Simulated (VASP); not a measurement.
The system is MnS.

```
CELL_PARAMETERS angstrom
0.00000 2.47346 2.47346
2.47346 0.00000 2.47346
2.47346 2.47346 0.00000
ATOMIC_POSITIONS crystal
Mn 0.00000 0.00000 0.00000
S 0.75000 0.75000 0.75000
```

- Program: VASP 6.6.1
- Task: relaxation of cell and atoms
- Functional: PBEsol
- Potentials or basis: VASP PAW PBE potentials, release 64 (Mn_pv, S)
- Cutoff: 600 eV
- k mesh: 9 × 9 × 9
- Occupations: fermi-dirac, width 0.05 eV
- Spin: collinear spin, ferromagnetic start
- Starting moments: [4.0, 0.0] μB
- Hubbard terms: Mn d U = 3.0 eV

At the start: pressure 40.3 GPa; volume 15.13 Å³/atom.

Task: Where does the relaxation end?

Result: Over 19 steps the energy falls by 771.5 meV/atom and the volume is 22.42 Å³/atom (+48.2 %); space group F-43m (No. 216, to 0.1 Å) before and after; moment 5.00 μB per cell.

Step by step:
| step | energy change (eV) | largest force (eV/Å) | pressure (GPa) | volume (Å³) |
| --- | --- | --- | --- | --- |
| 1 | 0.0000 | 0.0000 | 40.35 | 30.27 |
| 2 | -1.4366 | 0.0000 | -5.77 | 50.21 |
| 3 | -1.5428 | 0.0000 | -0.33 | 45.13 |
| 4 | -1.5430 | 0.0000 | 0.14 | 44.79 |
| 5 | -1.5430 | 0.0000 | 0.16 | 44.79 |
| 6 | -1.5430 | 0.0000 | 0.17 | 44.79 |
| 7 | -1.5430 | 0.0000 | 0.16 | 44.79 |
| 8 | -1.5430 | 0.0000 | 0.16 | 44.79 |
| 9 | -1.5430 | 0.0000 | 0.16 | 44.79 |
| 10 | -1.5430 | 0.0000 | 0.16 | 44.79 |
| 11 | -1.5430 | 0.0000 | 0.16 | 44.79 |
| 12 | -1.5430 | 0.0000 | 0.16 | 44.79 |
| 13 | -1.5430 | 0.0000 | 0.16 | 44.79 |
| 14 | -1.5430 | 0.0000 | 0.16 | 44.79 |
| 15 | -1.5430 | 0.0000 | 0.16 | 44.80 |
| 16 | -1.5430 | 0.0000 | 0.14 | 44.80 |
| 17 | -1.5430 | 0.0000 | 0.13 | 44.81 |
| 18 | -1.5430 | 0.0000 | 0.10 | 44.82 |
| 19 | -1.5430 | 0.0000 | 0.06 | 44.85 |

Final structure:
```
Mn S
1.0
     0.00000    2.81994    2.81994
     2.81994    0.00000    2.81994
     2.81994    2.81994    0.00000
Mn S
1 1
Direct
  0.00000 0.00000 0.00000
  0.75000 0.75000 0.75000
```

Caveat: the volume moved by over 15 % at a fixed basis, so the end points are rough; the PAW data sets were made with another functional, which shifts forces and pressure a little; a cell with one magnetic atom can't hold antiferromagnetic order, which such compounds often take.
